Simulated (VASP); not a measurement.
Wanted: the native input for a VASP 6.6.1 run.

```
Task                   : single point
Functional             : r2SCAN
Potentials or basis    : VASP PAW PBE potentials, release 64 (Co)
Cutoff                 : 520 eV
k mesh                 : 11 × 11 × 15
Occupations            : fermi-dirac, width 0.1 eV
Spin                   : no spin polarisation
Dipole correction      : no
Further INCAR settings : ALGO = Normal; EDIFF = 1e-07; NBANDS = 20
```

The system is Co.

```
CELL_PARAMETERS angstrom
4.00755 0.00000 0.00000
-2.00378 3.47064 0.00000
0.00000 0.00000 2.45721
ATOMIC_POSITIONS crystal
Co 0.00000 0.00000 0.00000
Co 0.33333 0.66667 0.50000
Co 0.66667 0.33333 0.50000
```

This cell differs from its parent crystal: volume scaled by 1.12.

These files were run (other wordings do the same):

POSCAR

```
Co
1.0
    4.0075521583      0.0000000000      0.0000000000
   -2.0037760792      3.4706419761      0.0000000000
    0.0000000000      0.0000000000      2.4572135205
Co
3
Direct
    0.0000000000      0.0000000000      0.0000000000
    0.3333333333      0.6666666667      0.5000000000
    0.6666666667      0.3333333333      0.5000000000
```

INCAR.step1

```
PREC = Accurate
ENCUT = 520
ISMEAR = -1
SIGMA = 0.1
LREAL = F
LASPH = T
NELM = 60
NBANDS = 20
GGA = PE
ALGO = Normal
EDIFF = 1E-4
LWAVE = T
LCHARG = F
```

INCAR.step2

```
PREC = Accurate
ENCUT = 520
EDIFF = 1E-7
ISMEAR = -1
SIGMA = 0.1
LREAL = F
LASPH = T
NELM = 60
ALGO = Normal
ISIF = 2
LWAVE = F
LCHARG = F
METAGGA = R2SCAN
LMIXTAU = T
NBANDS = 20
ISTART = 1
```

KPOINTS

```
regular mesh
0
Gamma
  11 11 15
```

Potentials or basis: VASP PAW PBE potentials, release 64 (Co).

Run with:

```console
$ cat potpaw_PBE.64/Co/POTCAR > POTCAR
$ cp INCAR.step1 INCAR
$ mpirun -np 1 vasp_std > vasp.out
$ cp INCAR.step2 INCAR
$ mpirun -np 1 vasp_std > vasp.out
```

Results of the run:

```yaml
Pressure: -22.8 GPa
```

Caveat: the PAW data sets were made with another functional, which shifts forces and pressure a little; the run has no spin polarisation, though such a crystal can be magnetic.

Wall time 5.2 min on 1 thread of Intel(R) Xeon(R) Platinum 8488C (Sapphire Rapids) (shared host), peak memory 0.2 GiB.
